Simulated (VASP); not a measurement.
# ZrC (P6_3/mmc) in VASP: single point with r2SCAN

Aim: the single point of ZrC with r2SCAN.

Program: VASP 6.6.1. These are calculated values, not measurements. Logs are shortened: lines on timing, memory, paths and dates and some standing lists are left out, and cuts for length are marked.

## (1) The cell of the first run

Symmetry: P6_3/mmc, No. 194, hexagonal system. The conventional cell has a = 3.365 Å, b = 3.365 Å, c = 5.321 Å, α = 90.00°, β = 90.00°, γ = 120.00°. Within 3.1 Å of Zr (site symmetry -6m2) lie 6 C at 2.35 Å. C (site symmetry -3m) has 6 Zr at 2.35 Å and 2 C at 2.66 Å within 3.1 Å.

## (2) Single point, r2SCAN

Contents of POSCAR:

```
ZrC
1.0
    3.3647183602      0.0000000000      0.0000000000
   -1.6823591801      2.9139315765      0.0000000000
    0.0000000000      0.0000000000      5.3205582963
Zr C
2 2
Direct
    0.3333333333      0.6666666667      0.2500000000
    0.6666666667      0.3333333333      0.7500000000
    0.0000000000      0.0000000000      0.0000000000
    0.0000000000      0.0000000000      0.5000000000
```

Contents of INCAR.step1:

```
SYSTEM = ZrC
PREC = Accurate ; ENCUT = 520
ISMEAR = 0 ; SIGMA = 0.1
LREAL = .False. ; LASPH = .True.
NELM = 100 ; NBANDS = 24
GGA = PE ; ALGO = Normal
EDIFF = 1E-4 ; LWAVE = .True.
LCHARG = .False.
```

Contents of INCAR.step2:

```
SYSTEM = ZrC
PREC = Accurate ; ENCUT = 520
EDIFF = 1E-6 ; ISMEAR = 0
SIGMA = 0.1 ; LREAL = .False.
LASPH = .True. ; NELM = 100
ALGO = Normal ; ISIF = 2
LWAVE = .False. ; LCHARG = .False.
METAGGA = R2SCAN ; LMIXTAU = .True.
NBANDS = 24 ; ISTART = 1
```

Contents of KPOINTS:

```
Automatic mesh
0
Gamma
  18 18 10
  0 0 0
```

Potentials or basis: VASP PAW PBE potentials, release 64 (Zr_sv, C).

Run with:

```console
cat potpaw_PBE.64/Zr_sv/POTCAR potpaw_PBE.64/C/POTCAR > POTCAR
cp INCAR.step1 INCAR
mpirun -np 1 vasp_std > vasp.out
cp INCAR.step2 INCAR
mpirun -np 1 vasp_std > vasp.out
```

OUTCAR:

```text
SYSTEM = ZrC
   PREC = Accurate
   ENCUT = 520
   EDIFF = 1E-6
   ISMEAR = 0
   LREAL = .False.
   LASPH = .True.
   NELM = 100
   ISIF = 2
   METAGGA = R2SCAN
   ISTART = 1

 ion  position               nearest neighbor table
   1  0.333  0.667  0.250-   3 2.35   4 2.35   3 2.35   4 2.35   3 2.35   4 2.35   2 3.29   2 3.29
                             2 3.29   2 3.29   2 3.29   2 3.29
   2  0.667  0.333  0.750-   3 2.35   4 2.35   3 2.35   4 2.35   3 2.35   4 2.35   1 3.29   1 3.29
                             1 3.29   1 3.29   1 3.29   1 3.29
   3  0.000  0.000  0.000-   1 2.35   2 2.35   1 2.35   2 2.35   2 2.35   1 2.35
   4  0.000  0.000  0.500-   1 2.35   2 2.35   1 2.35   2 2.35   2 2.35   1 2.35

  LATTYP: Found a hexagonal cell.
 ALAT       =     3.3647183602
 C/A-ratio  =     1.5812789442

  Lattice vectors:

 A1 = (   3.3647183602,   0.0000000000,   0.0000000000)
 A2 = (  -1.6823591801,   2.9139315765,   0.0000000000)
 A3 = (   0.0000000000,   0.0000000000,   5.3205582963)

Analysis of symmetry for initial positions (statically):
=====================================================================
 Subroutine PRICEL returns:
 Original cell was already a primitive cell.

 Routine SETGRP: Setting up the symmetry group for a
 hexagonal supercell.

 Subroutine GETGRP returns: Found 24 space group operations
 (whereof 12 operations were pure point group operations)
 out of a pool of 24 trial point group operations.

The static configuration has the point symmetry D_3d.
 The point group associated with its full space group is D_6h.

Analysis of symmetry for dynamics (positions and initial velocities):
=====================================================================
 Subroutine PRICEL returns:
 Original cell was already a primitive cell.

 Routine SETGRP: Setting up the symmetry group for a
 hexagonal supercell.

 Subroutine GETGRP returns: Found 24 space group operations
 (whereof 12 operations were pure point group operations)
 out of a pool of 24 trial point group operations.

The dynamic configuration has the point symmetry D_3d.
 The point group associated with its full space group is D_6h.

 Subroutine INISYM returns: Found 24 space group operations
 (whereof 12 operations are pure point group operations),
 and found     1 'primitive' translations

----------------------------------------------------------------------------------------

                                     Primitive cell

  volume of cell :      52.1657

  direct lattice vectors                    reciprocal lattice vectors
     3.364718360  0.000000000  0.000000000     0.297201695  0.171589479  0.000000000
    -1.682359180  2.913931577  0.000000000     0.000000000  0.343178957  0.000000000
     0.000000000  0.000000000  5.320558296     0.000000000  0.000000000  0.187950201

  length of vectors
     3.364718360  3.364718360  5.320558296     0.343178957  0.343178957  0.187950201

  position of ions in fractional coordinates (direct lattice)
     0.333333333  0.666666667  0.250000000
     0.666666667  0.333333333  0.750000000
     0.000000000  0.000000000  0.000000000
     0.000000000  0.000000000  0.500000000

  ion indices of the primitive-cell ions
   primitive index   ion index
                 1           1
                 2           2
                 3           3
                 4           4

----------------------------------------------------------------------------------------

 KPOINTS: Automatic mesh

Automatic generation of k-mesh.
 Grid dimensions read from file:
 generate k-points for:   18   18   10

 Generating k-lattice:

  Cartesian coordinates                     Fractional coordinates (reciprocal lattice)
     0.016511205  0.009532749  0.000000000     0.055555556  0.000000000  0.000000000
     0.000000000  0.019065498  0.000000000     0.000000000  0.055555556  0.000000000
     0.000000000  0.000000000  0.018795020     0.000000000  0.000000000  0.100000000

  Length of vectors
     0.019065498  0.019065498  0.018795020

  Shift w.r.t. Gamma in fractional coordinates (k-lattice)
     0.000000000  0.000000000  0.000000000

 Subroutine IBZKPT returns following result:
 ===========================================

 Found    222 irreducible k-points:

 Following reciprocal coordinates:
            Coordinates               Weight
  0.000000  0.000000  0.000000      1.000000
  0.055556  0.000000  0.000000      6.000000
  0.111111  0.000000  0.000000      6.000000
  0.166667 -0.000000  0.000000      6.000000
  0.222222  0.000000  0.000000      6.000000
  0.277778 -0.000000  0.000000      6.000000
[... 16 lines left out ...]
  0.333333  0.111111  0.000000     12.000000
  0.388889  0.111111  0.000000     12.000000
 [... further k-points ...]
   k-points           NKPTS =    222   k-points in BZ     NKDIM =    222   number of bands    NBANDS=     24
   number of dos      NEDOS =    301   number of ions     NIONS =      4
   total plane-waves  NPLWV =  31360
   dimension x,y,z NGX =    28 NGY =   28 NGZ =   40
   dimension x,y,z NGXF=    56 NGYF=   56 NGZF=   80
   ions per type =               2   2
   NGX,Y,Z   is equivalent  to a cutoff of  13.83, 13.83, 12.50 a.u.
   NGXF,Y,Z  is equivalent  to a cutoff of  27.67, 27.67, 25.00 a.u.
 SYSTEM =  ZrC
   PREC   = accura    normal or accurate (medium, high low for compatibility)
   ISTART =      1    job   : 0-new  1-cont  2-samecut
   ICHARG =      0    charge: 1-file 2-atom 10-const
   ISPIN  =      1    spin polarized calculation?
   LNONCOLLINEAR =      F non collinear calculations
   LSORBIT =      F    spin-orbit coupling
   LASPH  =      T    aspherical Exc in radial PAW
   ENCUT  =  520.0 eV  38.22 Ry    6.18 a.u.   6.26  6.26  9.89*2*pi/ulx,y,z
   NELM   =    100;   NELMIN=  2; NELMDL=  0     # of ELM steps
   EDIFF  = 0.1E-05   stopping-criterion for ELM
   LREAL  =      F    real-space projection
   EDIFFG = 0.1E-04   stopping-criterion for IOM
   NSW    =      0    number of steps for IOM
   IBRION =     -1    ionic relax: 0-MD 1-quasi-New 2-CG
   NFREE  =      0    steps in history (QN), initial steepest desc. (CG)
   ISIF   =      2    stress and relaxation
   ISYM   =      2    0-nonsym 1-usesym 2-fastsym
   POTIM  = 0.5000    time-step for ionic-motion
   TEBEG  =    0.0;   TEEND  =   0.0 temperature during run
   PSTRESS=    0.0 pullay stress
   NELECT =      32.0000    total number of electrons
   NUPDOWN=      -1.0000    fix difference up-down
   EMIN   =  10.00;   EMAX   =-10.00  energy-range for DOS
   EFERMI =   0.00;   METHOD = LEGACY
   ISMEAR =     0;   SIGMA  =   0.10  broadening in eV -4-tet -1-fermi 0-gaus
   EFERMI_NEDOS =   21; number of points for ismear=-14 and -15
   IALGO  =     38    algorithm
   IMIX   =      4    mixing-type and parameters
     AMIX     =   0.40;   BMIX     =  1.00
     AMIX_MAG =   1.60;   BMIX_MAG =  1.00
  volume/ion in A,a.u.               =      13.04        88.01
  Fermi-wavevector in a.u.,A,eV,Ry     =   1.391008  2.628625 26.325970  1.934904
  Thomas-Fermi vector in A             =   2.514889
   LORBIT       =      0    0 simple, 1 ext, 2 COOP (PROOUT), +10 PAW based schemes
   METAGGA = R2SCAN    functional components
   LHFCALC =     F    Hartree Fock is set to
   AEXX    =    0.0000 exact exchange contribution
   IVDW    =     0    specifies the selected vdW correction
   LEPSILON=     F    determine dielectric tensor
   LRPA    =     F    only Hartree local field effects (RPA)
 non-spin polarized calculation
 Gauss-broadening in eV      SIGMA  =   0.10
  energy-cutoff  :      520.00
  volume of cell :       52.17
 maximum number of plane-waves:      1426
 NGX is ok and might be reduce to    28
   NGX = 13   NGY = 13   NGZ = 19

 number of electron      32.0000000 magnetization

 Free energy of the ion-electron system (eV)
  ---------------------------------------------------
  ext. energy  EPLUGINS =         0.00000000
  ---------------------------------------------------
  free energy    TOTEN  =       -68.64942640 eV

  energy without entropy =      -68.64652514  energy(sigma->0) =      -68.64797577

 E-fermi :  10.0897     XC(G=0): -12.9453

 val. band max:       10.0889810902   @ k =   0.1111   0.0556   0.0000
 cond. band min:      10.0909033717   @ k =   0.1111   0.1111   0.2000
 fundamental gap:      0.0019222815
 Fermi energy:        10.0896803740

 k-point     1 :       0.0000    0.0000    0.0000
  band No.  band energies     occupation
      1     -40.1402      2.00000
      2     -40.0218      2.00000
      3     -18.0282      2.00000
      4     -17.2691      2.00000
      5     -17.2691      2.00000
      6     -17.1775      2.00000
[... 16 lines left out ...]
     23      14.7033      0.00000
     24      17.7309      0.00000

 k-point     2 :       0.0556    0.0000    0.0000
  band No.  band energies     occupation
      1     -40.1376      2.00000
      2     -40.0207      2.00000
      3     -18.0184      2.00000
      4     -17.2895      2.00000
      5     -17.2771      2.00000
      6     -17.1963      2.00000
[... 16 lines left out ...]
     23      14.8731      0.00000
     24      17.5950      0.00000

 k-point     3 :       0.1111    0.0000    0.0000
  band No.  band energies     occupation
      1     -40.1298      2.00000
      2     -40.0177      2.00000
      3     -17.9897      2.00000
      4     -17.3489      2.00000
      5     -17.2988      2.00000
      6     -17.2490      2.00000
[... 16 lines left out ...]
     23      15.3413      0.00000
     24      17.1495      0.00000

 k-point     4 :       0.1667   -0.0000    0.0000
  band No.  band energies     occupation
      1     -40.1177      2.00000
      2     -40.0132      2.00000
      3     -17.9439      2.00000
      4     -17.4408      2.00000
      5     -17.3292      2.00000
      6     -17.3263      2.00000
[... 16 lines left out ...]
     23      15.9093      0.00000
     24      16.5477      0.00000

 k-point     5 :       0.2222    0.0000    0.0000
  band No.  band energies     occupation
      1     -40.1024      2.00000
      2     -40.0082      2.00000
      3     -17.8842      2.00000
      4     -17.5538      2.00000
      5     -17.4172      2.00000
      6     -17.3639      2.00000
[... 16 lines left out ...]
     23      16.0269      0.00000
     24      16.1459      0.00000

 k-point     6 :       0.2778   -0.0000    0.0000
  band No.  band energies     occupation
      1     -40.0854      2.00000
      2     -40.0035      2.00000
      3     -17.8146      2.00000
      4     -17.6730      2.00000
      5     -17.5106      2.00000
      6     -17.3988      2.00000
[... 16 lines left out ...]
     23      16.2319      0.00000
     24      16.3539      0.00000
[... 379 lines left out ...]
 k-point    21 :       0.2222    0.1111    0.0000
  band No.  band energies     occupation
      1     -40.0800      2.00000
      2     -40.0022      2.00000
      3     -17.7921      2.00000
      4     -17.6735      2.00000
      5     -17.5677      2.00000
      6     -17.3809      2.00000
[... 16 lines left out ...]
     23      16.0056      0.00000
     24      16.3808      0.00000

 k-point    22 :       0.2778    0.1111    0.0000
  band No.  band energies     occupation
      1     -40.0636      2.00000
      2     -39.9994      2.00000
      3     -17.7778      2.00000
      4     -17.7201      2.00000
      5     -17.6217      2.00000
      6     -17.4322      2.00000
[... 16 lines left out ...]
     23      15.9179      0.00000
     24      16.3511      0.00000

 k-point    23 :       0.3333    0.1111    0.0000
  band No.  band energies     occupation
      1     -40.0489      2.00000
      2     -39.9984      2.00000
      3     -17.8607      2.00000
      4     -17.6651      2.00000
      5     -17.6504      2.00000
      6     -17.4744      2.00000
[... 16 lines left out ...]
     23      15.7842      0.00000
     24      16.2027      0.00000

 k-point    24 :       0.3889    0.1111    0.0000
  band No.  band energies     occupation
      1     -40.0380      2.00000
      2     -39.9990      2.00000
      3     -17.9139      2.00000
      4     -17.6933      2.00000
      5     -17.5943      2.00000
      6     -17.5018      2.00000
[... 16 lines left out ...]
     23      15.6562      0.00000
     24      16.0558      0.00000

 [... further k-points ...]

------------------------ aborting loop because EDIFF is reached ----------------------------------------

  FORCE on cell =-STRESS in cart. coord.  units (eV):
  Direction    XX          YY          ZZ          XY          YZ          ZX
  --------------------------------------------------------------------------------------
  -------------------------------------------------------------------------------------
  Total        0.0690202      0.0690202      0.0616078      0.0000000      0.0000000      0.0000000
  in kB        2.1198312      2.1198312      1.8921752      0.0000000      0.0000000      0.0000000
  external PRESSURE =       2.0439459 kB  Pullay stress =       0.0000000 kB

 VOLUME and BASIS-vectors are now :
 -----------------------------------------------------------------------------
  energy-cutoff  :      520.00
  volume of cell :       52.17
      direct lattice vectors                 reciprocal lattice vectors
     3.364718360  0.000000000  0.000000000     0.297201695  0.171589479  0.000000000
    -1.682359180  2.913931577  0.000000000     0.000000000  0.343178957  0.000000000
     0.000000000  0.000000000  5.320558296     0.000000000  0.000000000  0.187950201

 POSITION                                       TOTAL-FORCE (eV/Angst)
 -----------------------------------------------------------------------------------
     -0.00000      1.94262      1.33014         0.000000      0.000000      0.000000
      1.68236      0.97131      3.99042        -0.000000      0.000000      0.000000
      0.00000      0.00000      0.00000         0.000000      0.000000      0.000000
      0.00000      0.00000      2.66028         0.000000      0.000000      0.000000
 -----------------------------------------------------------------------------------
    total drift:                               -0.000000      0.000000     -0.000000

  FREE ENERGIE OF THE ION-ELECTRON SYSTEM (eV)
  ---------------------------------------------------
  free  energy   TOTEN  =       -68.6494263964 eV

  energy  without entropy=      -68.6465251437  energy(sigma->0) =      -68.64797577
```

It took 14 min on 1 thread of Intel Xeon Platinum 8488C (Sapphire Rapids), shared host; peak memory 0.36 GiB.

What came out:

| Property | Result |
| --- | --- |
| Free energy | -68.6494 eV |
| Pressure | 0.2 GPa |
| Band gap on the k mesh | zero (bands 16 and 17 overlap by 1.26 eV) |

Levels at points of the mesh, in eV from the Fermi level:
| k point | band 14 | band 15 | band 16 | band 17 | band 18 | band 19 |
| --- | --- | --- | --- | --- | --- | --- |
| (0.00, 0.00, 0.00) | -1.40 | -1.40 | 0.95 | 1.27 | 1.27 | 1.73 |
| (0.50, 0.00, 0.00) | -3.29 | -1.59 | -1.03 | 1.29 | 4.30 | 4.37 |
| (0.00, 0.00, 0.50) | -2.70 | -2.70 | -2.70 | 3.44 | 3.44 | 3.44 |
| (0.50, 0.00, 0.50) | -3.06 | -2.43 | -2.43 | 1.44 | 1.44 | 4.22 |

Caveat: the PAW data sets were made with another functional, which shifts forces and pressure a little.
